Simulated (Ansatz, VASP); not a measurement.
Al4N5 in VASP and in Ansatz

INCAR

```
ALGO = Normal ; DIPOL = 0.5 0.5 0.289
EDIFF = 1E-6 ; ENCUT = 520
GGA = PE ; IDIPOL = 3
ISIF = 2 ; ISMEAR = 0
IVDW = 12 ; LASPH = T
LCHARG = T ; LDIPOL = T
LELF = T ; LREAL = Auto
LVACPOTAV = T ; LVHAR = T
LWAVE = F ; NBANDS = 52
NELM = 100 ; PREC = Accurate
SIGMA = 0.05
```

The input KPOINTS:

```
k-points
0
Gamma
  5 6 1
```

POSCAR

```
Al4N5
1.0
    6.2178777932      0.0000000000      0.0000000000
    0.0000000000      4.9778062151      0.0000000000
    0.0000000000      0.0000000000     22.0612415661
Al N
8 10
Direct
    0.0000000000      0.9984444684      0.1813134582
    0.5000000000      0.9984444684      0.1813134582
    0.2500000000      0.4984444684      0.2219944576
    0.7500000000      0.4984444684      0.2219944576
    0.2500000000      0.9927115344      0.3083994001
    0.7500000000      0.9927115344      0.3083994001
    0.0000000000      0.4640676885      0.3340308200
    0.5000000000      0.4640676885      0.3340308200
    0.0000000000      0.6165555316      0.1813134582
    0.5000000000      0.6165555316      0.1813134582
    0.2500000000      0.1165555316      0.2219944576
    0.7500000000      0.1165555316      0.2219944576
    0.2500000000      0.6144481599      0.3071137031
    0.7500000000      0.6144481599      0.3071137031
    0.0000000000      0.1109285761      0.3427387141
    0.5000000000      0.1109285761      0.3427387141
    0.2500000000      0.3609285761      0.4741909713
    0.2500000000      0.3609285761      0.5240521723
```

Input for Ansatz:

```yaml
crystal:
  lattice:
    - [6.2178777932, 0.0, 0.0]
    - [0.0, 4.9778062151, 0.0]
    - [0.0, 0.0, 22.0612415661]
  atoms:
    - { symbol: Al, position: [0.0, 0.9984444684, 0.1813134582] }
    - { symbol: Al, position: [0.5, 0.9984444684, 0.1813134582] }
    - { symbol: "N", position: [0.0, 0.6165555316, 0.1813134582] }
    - { symbol: "N", position: [0.5, 0.6165555316, 0.1813134582] }
    - { symbol: Al, position: [0.25, 0.4984444684, 0.2219944576] }
    - { symbol: Al, position: [0.75, 0.4984444684, 0.2219944576] }
    - { symbol: "N", position: [0.25, 0.1165555316, 0.2219944576] }
    - { symbol: "N", position: [0.75, 0.1165555316, 0.2219944576] }
    - { symbol: Al, position: [0.25, 0.9927115344, 0.3083994001] }
    - { symbol: Al, position: [0.75, 0.9927115344, 0.3083994001] }
    - { symbol: "N", position: [0.25, 0.6144481599, 0.3071137031] }
    - { symbol: "N", position: [0.75, 0.6144481599, 0.3071137031] }
    - { symbol: Al, position: [0.0, 0.4640676885, 0.33403082] }
    - { symbol: Al, position: [0.5, 0.4640676885, 0.33403082] }
    - { symbol: "N", position: [0.0, 0.1109285761, 0.3427387141] }
    - { symbol: "N", position: [0.5, 0.1109285761, 0.3427387141] }
    - { symbol: "N", position: [0.25, 0.3609285761, 0.4741909713] }
    - { symbol: "N", position: [0.25, 0.3609285761, 0.5240521723] }
basis:
  ecutwfc: 420
kpoints:
  mp_grid: { grid: [5, 6, 1] }
hamiltonian:
  xc: pbe
  pseudopotentials: { kind: paw, azcp: { folder: soft_1 } }
  dispersion: d3bj
scf:
  occupations: { method: gaussian, width: 0.05 }
output:
  forces: true
  eigenvalues: true
efield:
  axis: 3
  dipole_correction: true
  ramp_width: 0.04
```

Alike in both runs: task single point; functional PBE; dispersion D3(BJ); k mesh 5 × 6 × 1; occupations gaussian, width 0.05 eV; no spin polarisation.

|  | VASP | Ansatz |
| --- | --- | --- |
| version | VASP 6.6.1 | Ansatz 0.2.0 |
| potentials or method | VASP PAW PBE potentials, release 64 (Al, N), cutoff 520 eV | scalar-relativistic, plane waves, PAW |
| valence electrons in the cell | 74 | 74 |

Ansatz gave:

```
gap on the k mesh at the Fermi level (eV) : 1.47
least direct gap on the mesh (eV)         : 1.47
rms of the force components (eV/Å)        : 0.711
```

**Question.** Which values does VASP return?

**Answer.** gap on the k mesh at the Fermi level (eV): 1.46; least direct gap on the mesh (eV): 1.47; rms of the force components (eV/Å): 0.819.

Noted on VASP's run: the standard files for N, O and F lose accuracy on very short bonds.
